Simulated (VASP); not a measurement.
# TiO2 (C2/m) in VASP: further runs

Aim: see how the results for TiO2 move with the level of theory and the settings. Levels: SVWN5, PBEsol. Tasks: single point.

Program: VASP 6.6.1. These are calculated values, not measurements. Logs are shortened: lines on timing, memory, paths and dates and some standing lists are left out, and cuts for length are marked.

**1. The cell of the first run**

Symmetry: C2/m, No. 12, monoclinic system. The conventional cell has a = 12.141 Å, b = 3.716 Å, c = 6.527 Å, α = 90.00°, β = 106.95°, γ = 90.00°. Ti (site symmetry m) has 6 O at 1.84 to 2.13 Å within 2.4 Å. Within 2.3 Å of Ti (site symmetry m) lie 5 O at 1.76 to 2.01 Å. O (site symmetry m) has 3 Ti at 1.92 to 2.01 Å and 2 O at 2.49 Å within 2.5 Å. O (site symmetry m) has 4 Ti at 1.94 to 2.31 Å and 2 O at 2.49 Å within 2.6 Å. Within 2.3 Å of O (site symmetry m) lie 2 Ti at 1.76 to 1.84 Å. O (site symmetry m) has 3 Ti at 1.84 to 2.13 Å within 2.4 Å.

**2. Single point, SVWN5**

Contents of INCAR:

```
SYSTEM = TiO2
ALGO = Normal
EDIFF = 1E-7
ENCUT = 520
GGA = VW
ISIF = 2
ISMEAR = -1
LASPH = .TRUE.
LCHARG = .FALSE.
LREAL = .FALSE.
LWAVE = .FALSE.
NBANDS = 60
NELM = 80
PREC = Accurate
SIGMA = 0.05
```

Contents of KPOINTS:

```
k-points
0
G
  8 8 4
  0 0 0
```

Contents of POSCAR:

```
TiO2
1.0
    6.0704105496     -1.8580131025      0.0000000000
    6.0704105496      1.8580131025      0.0000000000
   -1.9022644521      0.0000000000      6.2434298064
Ti O
4 8
Direct
    0.9000710000      0.9000710000      0.2896020000
    0.1952860000      0.1952860000      0.2837620000
    0.0999290000      0.0999290000      0.7103980000
    0.8047140000      0.8047140000      0.7162380000
    0.3619310000      0.3619310000      0.2933970000
    0.2634885000      0.2634885000      0.6525000000
    0.8671885000      0.8671885000      0.9952910000
    0.7365115000      0.7365115000      0.3475000000
    0.9416475000      0.9416475000      0.6300210000
    0.1328115000      0.1328115000      0.0047090000
    0.6380690000      0.6380690000      0.7066030000
    0.0583525000      0.0583525000      0.3699790000
```

Potentials or basis: VASP PAW PBE potentials, release 64 (Ti_sv, O).

Command:

```console
> cat potpaw_PBE.64/Ti_sv/POTCAR potpaw_PBE.64/O/POTCAR > POTCAR
> mpirun -np 1 vasp_std > vasp.out
```

OUTCAR:

```text
SYSTEM = TiO2
   EDIFF = 1E-7
   ENCUT = 520
   GGA = VW
   ISIF = 2
   ISMEAR = -1
   LASPH = .TRUE.
   LREAL = .FALSE.
   NELM = 80
   PREC = Accurate

 ion  position               nearest neighbor table
   1  0.900  0.900  0.290-  12 1.84   7 1.84   5 1.92   5 1.92   8 2.13   9 2.13
   2  0.195  0.195  0.284-  10 1.76  12 1.90   8 1.94   8 1.94   5 2.01   6 2.31
   3  0.100  0.100  0.710-   9 1.84  10 1.84  11 1.92  11 1.92   6 2.13  12 2.13
   4  0.805  0.805  0.716-   7 1.76   9 1.90   6 1.94   6 1.94  11 2.01   8 2.31
   5  0.362  0.362  0.293-   1 1.92   1 1.92   2 2.01
   6  0.263  0.263  0.653-   4 1.94   4 1.94   3 2.13   2 2.31
   7  0.867  0.867  0.995-   4 1.76   1 1.84
   8  0.737  0.737  0.347-   2 1.94   2 1.94   1 2.13   4 2.31
   9  0.942  0.942  0.630-   3 1.84   4 1.90   1 2.13
  10  0.133  0.133  0.005-   2 1.76   3 1.84
  11  0.638  0.638  0.707-   3 1.92   3 1.92   4 2.01
  12  0.058  0.058  0.370-   1 1.84   2 1.90   3 2.13

  LATTYP: Found a base centered monoclinic cell.
 ALAT       =    12.1408210992
 B/A-ratio  =     0.3060770087
 C/A-ratio  =     0.5375907333
 COS(beta)  =    -0.2914546970

  Lattice vectors:

 A1 = (   6.0704105496,  -1.8580131025,   0.0000000000)
 A2 = (   6.0704105496,   1.8580131025,   0.0000000000)
 A3 = (  -1.9022644521,   0.0000000000,   6.2434298064)

Analysis of symmetry for initial positions (statically):
=====================================================================
 Subroutine PRICEL returns:
 Original cell was already a primitive cell.

 Routine SETGRP: Setting up the symmetry group for a
 base centered monoclinic supercell.

 Subroutine GETGRP returns: Found  4 space group operations
 (whereof  4 operations were pure point group operations)
 out of a pool of  4 trial point group operations.

The static configuration has the point symmetry C_2h.

Analysis of symmetry for dynamics (positions and initial velocities):
=====================================================================
 Subroutine PRICEL returns:
 Original cell was already a primitive cell.

 Routine SETGRP: Setting up the symmetry group for a
 base centered monoclinic supercell.

 Subroutine GETGRP returns: Found  4 space group operations
 (whereof  4 operations were pure point group operations)
 out of a pool of  4 trial point group operations.

The dynamic configuration has the point symmetry C_2h.

 Subroutine INISYM returns: Found  4 space group operations
 (whereof  4 operations are pure point group operations),
 and found     1 'primitive' translations

----------------------------------------------------------------------------------------

                                     Primitive cell

  volume of cell :     140.8381

  direct lattice vectors                    reciprocal lattice vectors
     6.070410550 -1.858013102  0.000000000     0.082366752 -0.269104668  0.025095716
     6.070410550  1.858013102  0.000000000     0.082366752  0.269104668  0.025095716
    -1.902264452  0.000000000  6.243429806     0.000000000  0.000000000  0.160168374

  length of vectors
     6.348393256  6.348393256  6.526792918     0.282544509  0.282544509  0.160168374

  position of ions in fractional coordinates (direct lattice)
     0.900071000  0.900071000  0.289602000
     0.195286000  0.195286000  0.283762000
     0.099929000  0.099929000  0.710398000
     0.804714000  0.804714000  0.716238000
     0.361931000  0.361931000  0.293397000
     0.263488500  0.263488500  0.652500000
     0.867188500  0.867188500  0.995291000
     0.736511500  0.736511500  0.347500000
     0.941647500  0.941647500  0.630021000
     0.132811500  0.132811500  0.004709000
     0.638069000  0.638069000  0.706603000
     0.058352500  0.058352500  0.369979000

  ion indices of the primitive-cell ions
   primitive index   ion index
                 1           1
                 2           2
                 3           3
                 4           4
                 5           5
                 6           6
                 7           7
                 8           8
                 9           9
                10          10
                11          11
                12          12

----------------------------------------------------------------------------------------

 KPOINTS: k-points

Automatic generation of k-mesh.
 Grid dimensions read from file:
 generate k-points for:    8    8    4

 Generating k-lattice:

  Cartesian coordinates                     Fractional coordinates (reciprocal lattice)
     0.010295844 -0.033638084  0.003136965     0.125000000  0.000000000  0.000000000
     0.010295844  0.033638084  0.003136965     0.000000000  0.125000000  0.000000000
     0.000000000  0.000000000  0.040042093     0.000000000  0.000000000  0.250000000

  Length of vectors
     0.035318064  0.035318064  0.040042093

  Shift w.r.t. Gamma in fractional coordinates (k-lattice)
     0.000000000  0.000000000  0.000000000

[... 38 lines left out ...]
   NSW    =      0    number of steps for IOM
   IBRION =     -1    ionic relax: 0-MD 1-quasi-New 2-CG
   NFREE  =      0    steps in history (QN), initial steepest desc. (CG)
   ISIF   =      2    stress and relaxation
   ISYM   =      2    0-nonsym 1-usesym 2-fastsym
   POTIM  = 0.5000    time-step for ionic-motion
   TEBEG  =    0.0;   TEEND  =   0.0 temperature during run
   PSTRESS=    0.0 pullay stress
   NELECT =      96.0000    total number of electrons
   NUPDOWN=      -1.0000    fix difference up-down
   EMIN   =  10.00;   EMAX   =-10.00  energy-range for DOS
   EFERMI =   0.00;   METHOD = LEGACY
   ISMEAR =    -1;   SIGMA  =   0.05  broadening in eV -4-tet -1-fermi 0-gaus
   EFERMI_NEDOS =   21; number of points for ismear=-14 and -15
   IALGO  =     38    algorithm
   IMIX   =      4    mixing-type and parameters
     AMIX     =   0.40;   BMIX     =  1.00
     AMIX_MAG =   1.60;   BMIX_MAG =  1.00
  volume/ion in A,a.u.               =      11.74        79.20
  Fermi-wavevector in a.u.,A,eV,Ry     =   1.440761  2.722643 28.242861  2.075792
  Thomas-Fermi vector in A             =   2.559469
   LORBIT       =      0    0 simple, 1 ext, 2 COOP (PROOUT), +10 PAW based schemes
   GGA     = VW    functional components
   LHFCALC =     F    Hartree Fock is set to
   AEXX    =    0.0000 exact exchange contribution
   IVDW    =     0    specifies the selected vdW correction
   LEPSILON=     F    determine dielectric tensor
   LRPA    =     F    only Hartree local field effects (RPA)
 non-spin polarized calculation
  energy-cutoff  :      520.00
  volume of cell :      140.84
 maximum number of plane-waves:      3815
   NGX = 23   NGY = 23   NGZ = 25

 number of electron      96.0000004 magnetization

 Free energy of the ion-electron system (eV)
  ---------------------------------------------------
  ext. energy  EPLUGINS =         0.00000000
  ---------------------------------------------------
  free energy    TOTEN  =      -117.70672379 eV

  energy without entropy =     -117.70672379  energy(sigma->0) =     -117.70672379

 E-fermi :   3.5761     XC(G=0): -11.0799

 val. band max:        2.4542659829   @ k =  -0.3750   0.2500   0.5000
 cond. band min:       5.2319948563   @ k =   0.0000   0.0000   0.0000
 fundamental gap:      2.7777288734
 Fermi energy:         3.5761180253

 k-point     1 :       0.0000    0.0000    0.0000
  band No.  band energies     occupation
      1     -52.9394      2.00000
      2     -52.9239      2.00000
      3     -52.8417      2.00000
      4     -52.8340      2.00000
      5     -29.7251      2.00000
      6     -29.6673      2.00000
[... 52 lines left out ...]
     59       7.5079      0.00000
     60       7.7584      0.00000

 k-point     2 :       0.1250   -0.0000    0.0000
  band No.  band energies     occupation
      1     -52.9385      2.00000
      2     -52.9233      2.00000
      3     -52.8412      2.00000
      4     -52.8341      2.00000
      5     -29.7220      2.00000
      6     -29.6654      2.00000
[... 1383 lines left out ...]
      4     -52.8343      2.00000
      5     -29.7136      2.00000
      6     -29.6626      2.00000
[... 52 lines left out ...]
     59       7.2371      0.00000
     60       7.2915      0.00000

 [... further k-points ...]

------------------------ aborting loop because EDIFF is reached ----------------------------------------

  FORCE on cell =-STRESS in cart. coord.  units (eV):
  Direction    XX          YY          ZZ          XY          YZ          ZX
  --------------------------------------------------------------------------------------
  -------------------------------------------------------------------------------------
  Total       -2.9530439     -2.9266258     -2.5700246      0.0000000      0.0000000      0.2095414
  in kB      -33.5938991    -33.2933668    -29.2366623      0.0000000      0.0000000      2.3837480
  external PRESSURE =     -32.0413094 kB  Pullay stress =       0.0000000 kB

 VOLUME and BASIS-vectors are now :
 -----------------------------------------------------------------------------
  energy-cutoff  :      520.00
  volume of cell :      140.84
      direct lattice vectors                 reciprocal lattice vectors
     6.070410550 -1.858013102  0.000000000     0.082366752 -0.269104668  0.025095716
     6.070410550  1.858013102  0.000000000     0.082366752  0.269104668  0.025095716
    -1.902264452  0.000000000  6.243429806     0.000000000  0.000000000  0.160168374

 POSITION                                       TOTAL-FORCE (eV/Angst)
 -----------------------------------------------------------------------------------
     10.37670      0.00000      1.80811        -0.175319      0.000000      0.113532
      1.83114      0.00000      1.77165         0.036555      0.000000      0.237190
     -0.13814      0.00000      4.43532         0.175319      0.000000     -0.113532
      8.40741      0.00000      4.47178        -0.036555      0.000000     -0.237190
      3.83602      0.00000      1.83180        -0.066403      0.000000      0.004332
      1.95774      0.00000      4.07384        -0.060151      0.000000     -0.074556
      8.63507      0.00000      6.21403        -0.034393      0.000000      0.149220
      8.28082      0.00000      2.16959         0.060151      0.000000      0.074556
     10.23391      0.00000      3.93349        -0.090985      0.000000     -0.094854
      1.60348      0.00000      0.02940         0.034393      0.000000     -0.149220
      6.40254      0.00000      4.41163         0.066403      0.000000     -0.004332
      0.00465      0.00000      2.30994         0.090985      0.000000      0.094854
 -----------------------------------------------------------------------------------
    total drift:                               -0.000000     -0.000000      0.000000

  FREE ENERGIE OF THE ION-ELECTRON SYSTEM (eV)
  ---------------------------------------------------
  free  energy   TOTEN  =      -117.7067237889 eV

  energy  without entropy=     -117.7067237888  energy(sigma->0) =     -117.70672379
```

It took 24 min on 1 thread of Intel Xeon Platinum 8259CL at 2.50GHz (Skylake/Cascade Lake), shared host; peak memory 0.57 GiB.

Results:

```yaml
Free_energy: -117.7067 eV
Pressure: -3.2 GPa
Largest_force: 0.240 eV/Å
Band_gap_on_the_k_mesh: 2.78 eV, indirect (least direct gap 2.97 eV)
```

Forces on the atoms (eV/Å):
```
Ti  -0.175  0.000  0.114
Ti   0.037  0.000  0.237
Ti   0.175  0.000 -0.114
Ti  -0.037  0.000 -0.237
O   -0.066  0.000  0.004
O   -0.060  0.000 -0.075
O   -0.034  0.000  0.149
O    0.060  0.000  0.075
O   -0.091  0.000 -0.095
O    0.034  0.000 -0.149
O    0.066  0.000 -0.004
O    0.091  0.000  0.095
```

Stress tensor (GPa, compression positive):
```
-3.36  0.00  0.24
 0.00 -3.33  0.00
 0.24  0.00 -2.92
```

Caveat: the PAW data sets were made with another functional, which shifts forces and pressure a little.

**3. Single point, PBEsol**

This run uses another cell than the first one, of 11.69 Å³/atom, 0.996 times its volume.

Contents of INCAR:

```
SYSTEM = TiO2
PREC     = Accurate       ! precision mode
ENCUT    = 520            ! plane-wave cutoff, eV
EDIFF    = 1E-7           ! SCF threshold, eV
ISMEAR   = -1             ! smearing method
SIGMA    = 0.05           ! smearing width, eV
LREAL    = .FALSE.        ! projectors in reciprocal space
LASPH    = .TRUE.         ! aspherical terms in the spheres
NELM     = 60             ! most SCF steps
ALGO     = Normal         ! electronic algorithm
ISIF     = 2              ! what is computed and relaxed
LWAVE    = .FALSE.        ! write WAVECAR
LCHARG   = .FALSE.        ! write CHGCAR
GGA      = PS             ! functional
NBANDS   = 60             ! bands
```

Contents of KPOINTS:

```
regular mesh
0
G
  6 6 3
  0 0 0
```

Contents of POSCAR:

```
TiO2
1.0
    6.0585737805     -1.8593353171     -0.0012798619
    6.0585737805      1.8593353171     -0.0012798619
   -1.8998715436      0.0000000000      6.2275064653
Ti O
4 8
Direct
    0.8990301634      0.8990301634      0.2915431802
    0.1950093871      0.1950093871      0.2838913409
    0.1009698366      0.1009698366      0.7084568198
    0.8049906129      0.8049906129      0.7161086591
    0.3618791592      0.3618791592      0.2946200009
    0.2640349080      0.2640349080      0.6516373453
    0.8670326009      0.8670326009      0.9966294434
    0.7359650920      0.7359650920      0.3483626547
    0.9415679926      0.9415679926      0.6296910898
    0.1329673991      0.1329673991      0.0033705566
    0.6381208408      0.6381208408      0.7053799991
    0.0584320074      0.0584320074      0.3703089102
```

Potentials or basis: VASP PAW PBE potentials, release 64 (Ti_sv, O).

Command:

```console
> cat potpaw_PBE.64/Ti_sv/POTCAR potpaw_PBE.64/O/POTCAR > POTCAR
> mpirun -np 1 vasp_std > vasp.out
```

It took 8.4 min on 1 thread of Oxide Virtual Turin-like, shared host; peak memory 0.4 GiB.

It converged, with:

```yaml
Free_energy: -112.4022 eV
Pressure: 2.7 GPa
Largest_force: 0.078 eV/Å
Band_gap_on_the_k_mesh: 2.85 eV, indirect (least direct gap 3.02 eV)
```

Forces in eV/Å, atoms in the order of the input:
```
Ti  -0.019  0.000  0.023
Ti   0.001  0.000  0.078
Ti   0.019  0.000 -0.023
Ti  -0.001  0.000 -0.078
O    0.013  0.000 -0.001
O    0.005  0.000 -0.012
O    0.016  0.000  0.050
O   -0.005  0.000  0.012
O   -0.022  0.000 -0.008
O   -0.016  0.000 -0.050
O   -0.013  0.000  0.001
O    0.022  0.000  0.008
```

Stress tensor (GPa, compression positive):
```
2.65 0.00 0.04
0.00 2.59 0.00
0.04 0.00 2.77
```

Levels at points of the mesh, in eV from the valence-band top:
```csv
k point,band 44,band 45,band 46,band 47,band 48,band 49,band 50,band 51,band 52,band 53
"(0.00, 0.00, 0.00)",-0.82,-0.76,-0.72,-0.31,-0.17,2.85,3.23,3.47,3.50,3.53
"(0.50, 0.00, 0.00)",-1.01,-0.86,-0.45,-0.20,-0.11,3.26,3.31,3.80,3.85,4.13
"(0.50, 0.50, 0.00)",-0.92,-0.90,-0.59,-0.37,-0.10,3.02,3.06,3.58,3.69,3.70
```

Caveat: the PAW data sets were made with another functional, which shifts forces and pressure a little. A k mesh can miss the band edges.

**4. Single point, PBEsol**

This run uses another cell than the first one, of 10.76 Å³/atom, 0.917 times its volume.

Contents of INCAR:

```
PREC = Accurate
ENCUT = 520
EDIFF = 1E-7
ISMEAR = -1
SIGMA = 0.05
LREAL = F
LASPH = T
NELM = 80
ALGO = Normal
ISIF = 2
LWAVE = F
LCHARG = F
GGA = PS
NBANDS = 60
```

Contents of KPOINTS:

```
Automatic mesh
0
Gamma
  6 6 3
```

Contents of POSCAR:

```
TiO2
1.0
    5.9172673239     -1.8089585404     -0.0812320941
    5.9172673239      1.8089585404     -0.0812320941
   -1.9378218434      0.0000000000      6.0603110763
Ti O
4 8
Direct
    0.8955560927      0.8955560927      0.2890855114
    0.1898037322      0.1898037322      0.2823380637
    0.1044439073      0.1044439073      0.7109144886
    0.8101962678      0.8101962678      0.7176619363
    0.3554675744      0.3554675744      0.2761757619
    0.2677228358      0.2677228358      0.6522455698
    0.8856105652      0.8856105652      0.9989427462
    0.7322771642      0.7322771642      0.3477544302
    0.9417004560      0.9417004560      0.6217748031
    0.1143894348      0.1143894348      0.0010572538
    0.6445324256      0.6445324256      0.7238242381
    0.0582995440      0.0582995440      0.3782251969
```

Command:

```console
> cat potpaw_PBE.64/Ti_sv/POTCAR potpaw_PBE.64/O/POTCAR > POTCAR
> mpirun -np 1 vasp_std > vasp.out
```

Run time: 10 min. Hardware: 1 thread of Oxide Virtual Turin-like, shared host; peak memory 0.38 GiB.

The run converged. Its results:

```yaml
Free_energy: -111.5896 eV
Pressure: 20.8 GPa
Largest_force: 0.084 eV/Å
Band_gap_on_the_k_mesh: 3.13 eV, indirect (the least direct gap lies 4.0 meV higher)
```

Forces on the atoms (eV/Å):
```
Ti  -0.025  0.000  0.021
Ti   0.014  0.000  0.083
Ti   0.025  0.000 -0.021
Ti  -0.014  0.000 -0.083
O    0.013  0.000 -0.007
O    0.007  0.000 -0.012
O    0.035  0.000  0.053
O   -0.007  0.000  0.012
O   -0.014  0.000 -0.007
O   -0.035  0.000 -0.053
O   -0.013  0.000  0.007
O    0.014  0.000  0.007
```

Stress tensor (GPa, compression positive):
```
20.78  0.00  0.02
 0.00 20.75  0.00
 0.02  0.00 20.93
```

Levels at points of the mesh, in eV from the valence-band top:
| k point | band 46 | band 47 | band 48 | band 49 | band 50 | band 51 |
| --- | --- | --- | --- | --- | --- | --- |
| (0.00, 0.00, 0.00) | -0.68 | -0.31 | -0.26 | 3.19 | 3.32 | 3.74 |
| (0.50, 0.00, 0.00) | -0.52 | -0.24 | -0.15 | 3.43 | 3.59 | 4.08 |
| (0.50, 0.50, 0.00) | -0.74 | -0.50 | 0.00 | 3.13 | 3.37 | 3.90 |

Caveat: the PAW data sets were made with another functional, which shifts forces and pressure a little.

**5. Summary**

```csv
level,cell,k mesh,gap on the mesh (eV),pressure (GPa),largest force (eV/Å)
SVWN5,"a = 6.348, b = 6.348, c = 6.527 Å, angles 106.2, 106.2, 34.0°, 12 atoms",8 × 8 × 4,2.78,-3.2,0.24
PBEsol,"a = 6.337, b = 6.337, c = 6.511 Å, angles 106.2, 106.2, 34.1°, 12 atoms",6 × 6 × 3,2.85,2.7,0.08
PBEsol,"a = 6.188, b = 6.188, c = 6.363 Å, angles 107.7, 107.7, 34.0°, 12 atoms",6 × 6 × 3,3.13,20.8,0.08
```

Alike in all rows: task single point; potentials or basis VASP PAW PBE potentials, release 64 (Ti_sv, O); no spin polarisation; cutoff (eV) 520; smearing fermi-dirac 0.05 eV.

Caveats: the PAW data sets were made with another functional, which shifts forces and pressure a little.

Absolute energies hang on the potentials; compare differences alone.
